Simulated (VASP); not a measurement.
The system is Os.

```
Os
1.0
     2.67829    0.00000    0.00000
    -1.33914    2.31946    0.00000
     0.00000    0.00000    4.23152
Os
2
Direct
  0.66667 0.33333 0.75000
  0.33333 0.66667 0.25000
```

Base run:

```yaml
Program: VASP 6.6.1
Functional: r2SCAN
Dispersion: D3(BJ)
Potentials_or_basis: VASP PAW PBE potentials, release 64 (Os_sv_GW)
Cutoff: 620 eV
k_mesh: 11 × 11 × 6
Occupations: fermi-dirac, width 0.05 eV
Spin: no spin polarisation
```

Its results: band gap on the k mesh zero (bands 16 and 17 overlap by 4.48 eV); pressure 27.4 GPa.

Task: The run is repeated on the same cell with these changes: functional from r2SCAN to BLYP; dispersion from D3(BJ) to none; cutoff from 620 eV to 560 eV. What comes out?

Result: Band gap on the k mesh zero (bands 16 and 17 overlap by 4.29 eV); pressure 59.8 GPa.

Several settings changed at once.

Caveats: the cell stands under pressure; the PAW data sets were made with another functional, which shifts forces and pressure a little; spin-orbit coupling is left out, which moves the levels of the heavy elements.
